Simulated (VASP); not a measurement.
Here is a VASP 6.6.1 calculation.

The input INCAR:

```
SYSTEM = SnO2
PREC     = Accurate       ! precision mode
ENCUT    = 520            ! plane-wave cutoff, eV
EDIFF    = 1E-6           ! SCF threshold, eV
ISMEAR   = 0              ! smearing method
SIGMA    = 0.05           ! smearing width, eV
LREAL    = .FALSE.        ! projectors in reciprocal space
LASPH    = .TRUE.         ! aspherical terms in the spheres
NELM     = 60             ! most SCF steps
ALGO     = Normal         ! electronic algorithm
ISIF     = 2              ! what is computed and relaxed
LWAVE    = .FALSE.        ! write WAVECAR
LCHARG   = .FALSE.        ! write CHGCAR
GGA      = CA             ! functional
NBANDS   = 64             ! bands
```

The input KPOINTS:

```
Automatic mesh
0
G
  6 6 6
  0 0 0
```

File POSCAR:

```
SnO2
1.0
    4.7837781687      0.0000000000      0.0000000000
    0.0000000000      5.7922370783      0.0000000000
    0.0000000000      0.0000000000      5.2926189597
Sn O
4 8
Direct
    0.5000000000      0.6673419135      0.7500000000
    0.0000000000      0.8326580865      0.2500000000
    0.5000000000      0.3326580865      0.2500000000
    0.0000000000      0.1673419135      0.7500000000
    0.7309254637      0.6050162923      0.0776916535
    0.2309254637      0.8949837077      0.9223083465
    0.7690745363      0.8949837077      0.5776916535
    0.2690745363      0.6050162923      0.4223083465
    0.7309254637      0.3949837077      0.5776916535
    0.2309254637      0.1050162923      0.4223083465
    0.7690745363      0.1050162923      0.0776916535
    0.2690745363      0.3949837077      0.9223083465
```

Potentials or basis: VASP PAW LDA potentials, release 64 (Sn_d, O).

The run is started by

```console
$ cat potpaw_LDA.64/Sn_d/POTCAR potpaw_LDA.64/O/POTCAR > POTCAR
$ mpirun -np 1 vasp_std > vasp.out
```

Question: Estimate the largest force.

Answer: 0.137 eV/Å.

Question: Predict the pressure.

Answer: -8.9 GPa.

Forces in eV/Å, atoms in the order of the input:
```
Sn   0.000 -0.123  0.000
Sn   0.000  0.123  0.000
Sn   0.000  0.123  0.000
Sn   0.000 -0.123  0.000
O   -0.128  0.048 -0.008
O   -0.128 -0.048  0.008
O    0.128 -0.048 -0.008
O    0.128  0.048  0.008
O   -0.128 -0.048 -0.008
O   -0.128  0.048  0.008
O    0.128  0.048 -0.008
O    0.128 -0.048  0.008
```

Caveat: the cell stands under tension.
